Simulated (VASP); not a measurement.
Write the native input for VASP 6.6.1 that does the following.

| Property | Result |
| --- | --- |
| Task | single point |
| Functional | PBE |
| Dispersion | D3(BJ) |
| Potentials or basis | VASP PAW PBE potentials, release 64 (Al) |
| Cutoff | 520 eV |
| k mesh | 18 × 18 × 4 |
| Occupations | gaussian, width 0.15 eV |
| Spin | no spin polarisation |
| Dipole correction | no |
| Further INCAR settings | ALGO = Fast; EDIFF = 1e-07; NBANDS = 14 |

The structure of Al lies in POSCAR:

```
Al
1.0
    2.8144222649      0.0000000000      0.0000000000
   -1.4072111325      2.4373611784      0.0000000000
    0.0000000000      0.0000000000      9.2410470711
Al
4
Direct
   -0.1078374073      0.0000000000      0.0000000000
    0.3333333333      0.6666666667      0.2500000000
    0.1078374073      0.0000000000      0.5000000000
    0.6666666667      0.3333333333      0.7500000000
```

This cell differs from its parent crystal: atoms displaced along a vibrational mode.

These files were run (other wordings do the same):

INCAR

```
SYSTEM = Al
ALGO = Fast
EDIFF = 1E-7
ENCUT = 520
GGA = PE
ISIF = 2
ISMEAR = 0
IVDW = 12
LASPH = .True.
LCHARG = .False.
LREAL = .False.
LWAVE = .False.
NBANDS = 14
NELM = 60
PREC = Accurate
SIGMA = 0.15
```

KPOINTS

```
k-points
0
Gamma
  18 18 4
  0 0 0
```

Potentials or basis: VASP PAW PBE potentials, release 64 (Al).

The run is started by

```console
$ cat potpaw_PBE.64/Al/POTCAR > POTCAR
$ mpirun -np 1 vasp_std > vasp.out
```

Results of the run:

| Item | Value |
| --- | --- |
| Pressure | 0.8 GPa |
| Largest force | 0.258 eV/Å |
| Band gap on the k mesh | zero (bands 6 and 7 overlap by 5.54 eV) |
| Dispersion energy per atom | -0.351 eV |

Caveat: the cell differs from its parent crystal (atoms displaced along a vibrational mode).

It took 3.8 min on 1 thread of Intel Xeon 8259CL, with other jobs on the host, peak memory 0.32 GiB.
